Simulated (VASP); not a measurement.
# Mg (I4/mmm) in VASP: single point with PBEsol

Aim: the single point of Mg with PBEsol.

All numbers are computed with VASP 6.6.1; they aren't measurements. Logs are shortened: lines on timing, memory, paths and dates and some standing lists are left out, and cuts for length are marked.

## (1) The cell of the first run

Symmetry: I4/mmm, No. 139, tetragonal system. Conventional cell: a = 3.874 Å, b = 3.874 Å, c = 3.858 Å, α = 90.00°, β = 90.00°, γ = 90.00°. Within 4.4 Å of Mg (site symmetry 4/mmm) lie 14 Mg at 3.35 to 3.87 Å.

This isn't the form of Mg at room conditions, which is hcp.

## (2) Single point, PBEsol (Ca replaced by Mg, lengths x 0.881, strained)

Contents of INCAR:

```
PREC = Accurate ; ENCUT = 600
EDIFF = 1E-6 ; ISMEAR = 0
SIGMA = 0.1 ; LREAL = False
LASPH = True ; NELM = 120
ALGO = Normal ; ISIF = 2
LWAVE = False ; LCHARG = False
GGA = PS ; NBANDS = 7
GGA_COMPAT = False
```

Contents of KPOINTS:

```
regular mesh
0
Gamma
  16 16 16
```

Contents of POSCAR:

```
Mg
1.0
   -1.9369761834      1.9369761834      1.9289917577
    1.9369761834     -1.9369761834      1.9289917577
    1.9369761834      1.9369761834     -1.9289917577
Mg
1
Direct
    0.5000000000      0.5000000000      0.0000000000
```

Potentials or basis: VASP PAW PBE potentials, release 64 (Mg).

On the command line:

```console
$ cat potpaw_PBE.64/Mg/POTCAR > POTCAR
$ mpirun -np 1 vasp_std > vasp.out
```

OUTCAR:

```text
PREC = Accurate
   ENCUT = 600
   EDIFF = 1E-6
   ISMEAR = 0
   LREAL = False
   LASPH = True
   NELM = 120
   ISIF = 2
   GGA = PS

 ion  position               nearest neighbor table
   1  0.500  0.500  0.000-

  LATTYP: Found a body centered tetragonal cell.
 ALAT       =     3.8739523668
 C/A-ratio  =     0.9958778916

  Lattice vectors:

 A1 = (  -1.9369761834,   1.9369761834,   1.9289917577)
 A2 = (   1.9369761834,  -1.9369761834,   1.9289917577)
 A3 = (   1.9369761834,   1.9369761834,  -1.9289917577)

Analysis of symmetry for initial positions (statically):
=====================================================================
 Subroutine PRICEL returns:
 Original cell was already a primitive cell.

 Routine SETGRP: Setting up the symmetry group for a
 body centered tetragonal supercell.

 Subroutine GETGRP returns: Found 16 space group operations
 (whereof 16 operations were pure point group operations)
 out of a pool of 16 trial point group operations.

The static configuration has the point symmetry D_4h.

Analysis of symmetry for dynamics (positions and initial velocities):
=====================================================================
 Subroutine PRICEL returns:
 Original cell was already a primitive cell.

 Routine SETGRP: Setting up the symmetry group for a
 body centered tetragonal supercell.

 Subroutine GETGRP returns: Found 16 space group operations
 (whereof 16 operations were pure point group operations)
 out of a pool of 16 trial point group operations.

The dynamic configuration has the point symmetry D_4h.

 Subroutine INISYM returns: Found 16 space group operations
 (whereof 16 operations are pure point group operations),
 and found     1 'primitive' translations

----------------------------------------------------------------------------------------

                                     Primitive cell

  volume of cell :      28.9494

  direct lattice vectors                    reciprocal lattice vectors
    -1.936976183  1.936976183  1.928991758     0.000000000  0.258134305  0.259202766
     1.936976183 -1.936976183  1.928991758     0.258134305  0.000000000  0.259202766
     1.936976183  1.936976183 -1.928991758     0.258134305  0.258134305  0.000000000

  length of vectors
     3.350337695  3.350337695  3.350337695     0.365813331  0.365813331  0.365057034

  position of ions in fractional coordinates (direct lattice)
     0.500000000  0.500000000  0.000000000

  ion indices of the primitive-cell ions
   primitive index   ion index
                 1           1

----------------------------------------------------------------------------------------

 KPOINTS: regular mesh

Automatic generation of k-mesh.
 Grid dimensions read from file:
 generate k-points for:   16   16   16

 Generating k-lattice:

  Cartesian coordinates                     Fractional coordinates (reciprocal lattice)
     0.000000000  0.016133394  0.016200173     0.062500000  0.000000000  0.000000000
     0.016133394  0.000000000  0.016200173     0.000000000  0.062500000  0.000000000
     0.016133394  0.016133394  0.000000000     0.000000000  0.000000000  0.062500000

  Length of vectors
     0.022863333  0.022863333  0.022816065

  Shift w.r.t. Gamma in fractional coordinates (k-lattice)
     0.000000000  0.000000000  0.000000000

 Subroutine IBZKPT returns following result:
 ===========================================

 Found    349 irreducible k-points:

 Following reciprocal coordinates:
            Coordinates               Weight
  0.000000  0.000000  0.000000      1.000000
  0.062500 -0.000000  0.000000      8.000000
  0.125000 -0.000000  0.000000      8.000000
  0.187500 -0.000000  0.000000      8.000000
  0.250000 -0.000000  0.000000      8.000000
  0.312500 -0.000000  0.000000      8.000000
[... 16 lines left out ...]
 -0.125000  0.062500 -0.000000     16.000000
 -0.062500  0.062500  0.000000      4.000000
 [... further k-points ...]
   k-points           NKPTS =    349   k-points in BZ     NKDIM =    349   number of bands    NBANDS=      7
   number of dos      NEDOS =    301   number of ions     NIONS =      1
   total plane-waves  NPLWV =  21952
   dimension x,y,z NGX =    28 NGY =   28 NGZ =   28
   dimension x,y,z NGXF=    56 NGYF=   56 NGZF=   56
   ions per type =               1
   NGX,Y,Z   is equivalent  to a cutoff of  13.89, 13.89, 13.89 a.u.
   NGXF,Y,Z  is equivalent  to a cutoff of  27.79, 27.79, 27.79 a.u.
 SYSTEM =  unknown system
   PREC   = accura    normal or accurate (medium, high low for compatibility)
   ISTART =      0    job   : 0-new  1-cont  2-samecut
   ICHARG =      2    charge: 1-file 2-atom 10-const
   ISPIN  =      1    spin polarized calculation?
   LNONCOLLINEAR =      F non collinear calculations
   LSORBIT =      F    spin-orbit coupling
   LASPH  =      T    aspherical Exc in radial PAW
   ENCUT  =  600.0 eV  44.10 Ry    6.64 a.u.   6.69  6.69  6.69*2*pi/ulx,y,z
   NELM   =    120;   NELMIN=  2; NELMDL= -5     # of ELM steps
   EDIFF  = 0.1E-05   stopping-criterion for ELM
   LREAL  =      F    real-space projection
   EDIFFG = 0.1E-04   stopping-criterion for IOM
   NSW    =      0    number of steps for IOM
   IBRION =     -1    ionic relax: 0-MD 1-quasi-New 2-CG
   NFREE  =      0    steps in history (QN), initial steepest desc. (CG)
   ISIF   =      2    stress and relaxation
   ISYM   =      2    0-nonsym 1-usesym 2-fastsym
   POTIM  = 0.5000    time-step for ionic-motion
   TEBEG  =    0.0;   TEEND  =   0.0 temperature during run
   PSTRESS=    0.0 pullay stress
   NELECT =       2.0000    total number of electrons
   NUPDOWN=      -1.0000    fix difference up-down
   EMIN   =  10.00;   EMAX   =-10.00  energy-range for DOS
   EFERMI =   0.00;   METHOD = LEGACY
   ISMEAR =     0;   SIGMA  =   0.10  broadening in eV -4-tet -1-fermi 0-gaus
   EFERMI_NEDOS =   21; number of points for ismear=-14 and -15
   IALGO  =     38    algorithm
   IMIX   =      4    mixing-type and parameters
     AMIX     =   0.40;   BMIX     =  1.00
     AMIX_MAG =   1.60;   BMIX_MAG =  1.00
  volume/ion in A,a.u.               =      28.95       195.36
  Fermi-wavevector in a.u.,A,eV,Ry     =   0.671746  1.269416  6.139532  0.451243
  Thomas-Fermi vector in A             =   1.747658
   LORBIT       =      0    0 simple, 1 ext, 2 COOP (PROOUT), +10 PAW based schemes
   GGA     = PS    functional components
   LHFCALC =     F    Hartree Fock is set to
   AEXX    =    0.0000 exact exchange contribution
   IVDW    =     0    specifies the selected vdW correction
   LEPSILON=     F    determine dielectric tensor
   LRPA    =     F    only Hartree local field effects (RPA)
 non-spin polarized calculation
 Gauss-broadening in eV      SIGMA  =   0.10
  energy-cutoff  :      600.00
  volume of cell :       28.95
 maximum number of plane-waves:       982
   NGX = 13   NGY = 13   NGZ = 13

 number of electron       2.0000000 magnetization

 Free energy of the ion-electron system (eV)
  ---------------------------------------------------
  ext. energy  EPLUGINS =         0.00000000
  ---------------------------------------------------
  free energy    TOTEN  =        -1.55788060 eV

  energy without entropy =       -1.55575368  energy(sigma->0) =       -1.55681714

 E-fermi :   1.5185     XC(G=0):  -7.8401

 val. band max:        1.4816725997   @ k =   0.3750   0.2500   0.0000
 cond. band min:       1.5200511975   @ k =   0.5000   0.5000   0.2500
 fundamental gap:      0.0383785978
 Fermi energy:         1.5185276139

 k-point     1 :       0.0000    0.0000    0.0000
  band No.  band energies     occupation
      1      -4.4887      2.00000
      2      12.9990      0.00000
      3      13.0687      0.00000
      4      13.0687      0.00000
      5      13.7846      0.00000
      6      13.7846      0.00000
      7      13.8163      0.00000

 k-point     2 :       0.0625   -0.0000    0.0000
  band No.  band energies     occupation
      1      -4.4099      2.00000
      2      11.9093      0.00000
      3      12.3468      0.00000
      4      12.6466      0.00000
      5      13.3994      0.00000
      6      14.0847      0.00000
      7      14.3142      0.00000

 k-point     3 :       0.1250   -0.0000    0.0000
  band No.  band energies     occupation
      1      -4.1739      2.00000
      2      10.0709      0.00000
      3      11.5203      0.00000
      4      11.8970      0.00000
      5      12.6630      0.00000
      6      13.4151      0.00000
      7      14.7922      0.00000

 k-point     4 :       0.1875   -0.0000    0.0000
  band No.  band energies     occupation
      1      -3.7815      2.00000
      2       8.1972      0.00000
      3      10.8073      0.00000
      4      11.1492      0.00000
      5      11.9500      0.00000
      6      12.8070      0.00000
      7      15.2958      0.00000

 k-point     5 :       0.2500   -0.0000    0.0000
  band No.  band energies     occupation
      1      -3.2341      2.00000
      2       6.4044      0.00000
      3      10.2225      0.00000
      4      10.5025      0.00000
      5      11.3426      0.00000
      6      12.2649      0.00000
      7      15.7554      0.00000
[... 161 lines left out ...]
 k-point    22 :      -0.1875    0.0625   -0.0000
  band No.  band energies     occupation
      1      -3.9392      2.00000
      2       9.1748      0.00000
      3      10.1714      0.00000
      4      11.2870      0.00000
      5      12.8162      0.00000
      6      13.5536      0.00000
      7      14.5557      0.00000

 k-point    23 :      -0.1250    0.0625   -0.0000
  band No.  band energies     occupation
      1      -4.2532      2.00000
      2      10.9632      0.00000
      3      11.0455      0.00000
      4      12.0358      0.00000
      5      13.4373      0.00000
      6      13.6480      0.00000
      7      14.5699      0.00000

 k-point    24 :      -0.0625    0.0625    0.0000
  band No.  band energies     occupation
      1      -4.4102      2.00000
      2      11.8448      0.00000
      3      12.3885      0.00000
      4      12.6831      0.00000
      5      13.4252      0.00000
      6      14.0939      0.00000
      7      14.2571      0.00000

 [... further k-points ...]

------------------------ aborting loop because EDIFF is reached ----------------------------------------

  FORCE on cell =-STRESS in cart. coord.  units (eV):
  Direction    XX          YY          ZZ          XY          YZ          ZX
  --------------------------------------------------------------------------------------
  -------------------------------------------------------------------------------------
  Total       -0.9946220     -0.9946220     -0.9888918      0.0000000      0.0000000      0.0000000
  in kB      -55.0465003    -55.0465003    -54.7293706      0.0000000      0.0000000      0.0000000
  external PRESSURE =     -54.9407904 kB  Pullay stress =       0.0000000 kB

 VOLUME and BASIS-vectors are now :
 -----------------------------------------------------------------------------
  energy-cutoff  :      600.00
  volume of cell :       28.95
      direct lattice vectors                 reciprocal lattice vectors
    -1.936976183  1.936976183  1.928991758     0.000000000  0.258134305  0.259202766
     1.936976183 -1.936976183  1.928991758     0.258134305  0.000000000  0.259202766
     1.936976183  1.936976183 -1.928991758     0.258134305  0.258134305  0.000000000

 POSITION                                       TOTAL-FORCE (eV/Angst)
 -----------------------------------------------------------------------------------
      0.00000      0.00000      1.92899        -0.000000      0.000000      0.000000
 -----------------------------------------------------------------------------------
    total drift:                               -0.000000     -0.000000     -0.000000

  FREE ENERGIE OF THE ION-ELECTRON SYSTEM (eV)
  ---------------------------------------------------
  free  energy   TOTEN  =        -1.5578806039 eV

  energy  without entropy=       -1.5557536831  energy(sigma->0) =       -1.55681714
```

It took 38 s on 1 thread of Intel Xeon Platinum 8488C (Sapphire Rapids), shared host; peak memory 0.22 GiB.

What came out:

```
Free energy            : -1.5579 eV
Pressure               : -5.5 GPa
Band gap on the k mesh : zero (bands 1 and 2 overlap by 4.19 eV)
```

Caveat: the cell differs from its parent crystal (Ca replaced by Mg, lengths x 0.881, strained); the cell stands under tension; the PAW data sets were made with another functional, which shifts forces and pressure a little.

The gap in the log of VASP goes by the Fermi energy; the results here count the filled bands.